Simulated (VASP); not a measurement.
Set up this calculation in VASP 6.6.1, as the native input.

```
Task                   : single point
Functional             : PBEsol
Potentials or basis    : VASP PAW PBE potentials, release 64 (Na_pv, Sr_sv, P, O)
Cutoff                 : 520 eV
k mesh                 : 1 × 1 × 1
Occupations            : fermi-dirac, width 0.05 eV
Spin                   : no spin polarisation
Dipole correction      : no
Further INCAR settings : LREAL = Auto; ALGO = Normal; EDIFF = 1e-07; NBANDS = 106
```

The structure of NaSrP3O9 lies in POSCAR:

```
NaSrP3O9
1.0
    7.0600875410      0.0601478638      0.0512598880
    0.9965706048      7.3283397939      0.0942375606
    1.3857668326      0.8024580836      8.0547294643
Na Sr P O
2 2 6 18
Direct
    0.4576305250      0.4934713054      0.2536569835
    0.5487686907      0.7918699186      0.7707578903
    0.0607340127      0.7339102579      0.5967953226
    1.0028135433      0.2389186632      0.2959727932
    0.7914309819      0.8212093184      0.2580772679
    0.2278860191      0.2577935952      0.7159178684
    0.8423907592      0.3869845074      0.8846294217
    0.1766906784      0.7203766959      0.0226893174
    0.6582853472      0.1534254992      0.6860811336
    0.3983871207      0.9263488918      0.1989367698
    0.1501194257      0.1144961288      0.6227167630
    0.8042136286      0.9655956778      0.3724992542
    0.4279987927      0.1696416581      0.7935181737
    0.6302097778      0.8918209101      0.1252745353
    0.2612071840      0.4426604353      0.6125215417
    0.8483662592      0.6335842077      0.3543514929
    0.0613778145      0.3095822584      0.8835156457
    1.0113535245      0.8655876858      0.1294130690
    0.7510301477      0.4000332068      0.0638636130
    0.1042851426      0.7463382188      0.8540102176
    0.8191610419      0.5692018794      0.8101662171
    0.2190188443      0.5228986910      0.1135849969
    0.6877124931      0.2595532235      0.8549248367
    0.3819703768      0.8081034144      0.0456957057
    0.7140791284      0.2741958539      0.5261948094
    0.2832006444      0.7894249948      0.3573912313
    0.7775667743      0.9749410540      0.6915397931
    0.3435309780      0.1252918323      0.1831325869
```

The input as run:

INCAR

```
ALGO = Normal
EDIFF = 1E-7
ENCUT = 520
GGA = PS
ISIF = 2
ISMEAR = -1
LASPH = T
LCHARG = T
LELF = T
LREAL = Auto
LVHAR = T
LWAVE = F
NBANDS = 106
NELM = 60
PREC = Accurate
SIGMA = 0.05
```

KPOINTS

```
k-points
0
Gamma
  1 1 1
```

Potentials or basis: VASP PAW PBE potentials, release 64 (Na_pv, Sr_sv, P, O).

Launch:

```bash
$ cat potpaw_PBE.64/Na_pv/POTCAR potpaw_PBE.64/Sr_sv/POTCAR potpaw_PBE.64/P/POTCAR potpaw_PBE.64/O/POTCAR > POTCAR
$ mpirun -np 1 vasp_gam > vasp.out
```

Results of the run:

* Pressure: -3.8 GPa
* Largest force: 7.798 eV/Å

Caveat: the k points lie up to 0.91 Å⁻¹ apart; the atoms stand as in a frame of molecular dynamics; the PAW data sets were made with another functional, which shifts forces and pressure a little.

Run time: 4.3 min on 1 thread of Intel Xeon 8259CL, on a shared host, peak memory 0.45 GiB.
